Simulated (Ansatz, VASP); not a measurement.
Ca: VASP beside Ansatz

INCAR

```
PREC = Accurate ; ENCUT = 500
EDIFF = 1E-6 ; ISMEAR = -1
SIGMA = 0.05 ; LREAL = F
LASPH = T ; NELM = 120
ALGO = Normal ; ISIF = 2
LWAVE = F ; LCHARG = F
GGA = PS ; NBANDS = 11
GGA_COMPAT = F
```

The input KPOINTS:

```
Automatic mesh
0
Gamma
  8 8 8
```

Contents of POSCAR:

```
Ca
1.0
   -0.0279420000      2.7942000000      2.7942000000
    2.7942000000     -0.0279420000      2.7942000000
    2.7662580000      2.7662580000      0.0000000000
Ca
1
Direct
    0.0000000000      0.0000000000      0.0000000000
```

The input input.yaml:

```yaml
crystal:
  lattice:
    - [-0.027942, 2.7942, 2.7942]
    - [2.7942, -0.027942, 2.7942]
    - [2.766258, 2.766258, 0.0]
  atoms:
    - { symbol: Ca, position: [0.0, 0.0, 0.0] }
kpoints:
  mp_grid: { grid: [8, 8, 8] }
scf:
  occupations: { method: fermi_dirac, width: 0.05 }
hamiltonian:
  xc: pbesol
  pseudopotentials: { kind: all_electron, lapw: { basis_error: 0.001 } }
output:
  forces: true
  stress: true
  eigenvalues: true
```

Change from the starting cell: strain_shear_xy = -0.02.

Alike in both runs: task single point; functional PBEsol; k mesh 8 × 8 × 8; occupations fermi-dirac, width 0.05 eV; no spin polarisation.

|  | VASP | Ansatz |
| --- | --- | --- |
| version | VASP 6.6.1 | Ansatz 0.2.0 |
| potentials or method | VASP PAW PBE potentials, release 64 (Ca_sv), cutoff 500 eV | all-electron LAPW, scalar-relativistic |

```tsv
	VASP	Ansatz	Ansatz less VASP
gap on the k mesh at the Fermi level (eV)	none	none	-
pressure (GPa)	-1.2	-1.2	+0.01
traceless stress, the component that is largest in VASP (GPa)	0.26	0.26	0.000
```

VASP's potentials were made for PBE, not for PBEsol. A gap of «none» marks a metal or a gap that the smearing closes. Ansatz ran all-electron here, and VASP with PAW potentials.
